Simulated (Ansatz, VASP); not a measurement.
## K4CuPb in VASP and in Ansatz

File INCAR:

```
SYSTEM = K4CuPb
  PREC = Accurate
  ENCUT = 520
  EDIFF = 1E-7
  ISMEAR = 0
  SIGMA = 0.1
  LREAL = .False.
  LASPH = .True.
  NELM = 100
  ALGO = Normal
  ISIF = 2
  LWAVE = .False.
  LCHARG = .False.
  GGA = PE
  NBANDS = 40
```

File KPOINTS:

```
Automatic mesh
0
Gamma
  4 4 4
  0 0 0
```

Contents of POSCAR:

```
K4CuPb
1.0
    6.0377460500      0.0000000000      0.0000000000
    0.0000000000      6.0377460500      0.0000000000
    0.0000000000      0.0000000000      6.0377460500
K Cu Pb
4 1 1
Direct
    0.2371324400      0.2371324400      0.2371324400
    0.7628675600      0.7628675600      0.2371324400
    0.7628675600      0.2371324400      0.7628675600
    0.2371324400      0.7628675600      0.7628675600
    0.0000000000      0.0000000000      0.0000000000
    0.5000000000      0.5000000000      0.5000000000
```

Input for Ansatz:

```yaml
crystal:
  lattice:
    - [6.03774605, 0.0, 0.0]
    - [0.0, 6.03774605, 0.0]
    - [0.0, 0.0, 6.03774605]
  atoms:
    - { symbol: K, position: [0.23713244, 0.23713244, 0.23713244] }
    - { symbol: K, position: [0.76286756, 0.76286756, 0.23713244] }
    - { symbol: K, position: [0.76286756, 0.23713244, 0.76286756] }
    - { symbol: K, position: [0.23713244, 0.76286756, 0.76286756] }
    - { symbol: Cu, position: [0.0, 0.0, 0.0] }
    - { symbol: Pb, position: [0.5, 0.5, 0.5] }
basis:
  ecutwfc: 420
kpoints:
  mp_grid: { grid: [4, 4, 4] }
hamiltonian:
  xc: pbe
scf:
  occupations: { method: gaussian, width: 0.1 }
  lower_state_search: "off"
output:
  forces: true
  stress: true
  eigenvalues: true
```

Alike in both runs: task single point; functional PBE; k mesh 4 × 4 × 4; occupations gaussian, width 0.1 eV; no spin polarisation.

```csv
,VASP,Ansatz
version,VASP 6.6.1,Ansatz 0.2.0
potentials or method,"VASP PAW PBE potentials, release 64 (K_sv, Cu, Pb_d), cutoff 520 eV","scalar-relativistic, plane waves, PAW"
valence electrons in the cell,61,69
```

VASP gave:

- gap on the k mesh at the Fermi level (eV): none
- pressure (GPa): 11.2
- rms of the force components (eV/Å): 0.248

Estimate Ansatz's values.

gap on the k mesh at the Fermi level (eV): none; pressure (GPa): 11.1; rms of the force components (eV/Å): 0.253.

Atom by atom the forces differ by 0.005 eV/Å (rms over components). A gap of «none» marks a metal or a gap that the smearing closes. VASP's potentials hold 61 valence electrons a cell and Ansatz's 69, so a difference there can come from the potentials and not from the codes.

Neither program's run includes spin-orbit coupling.
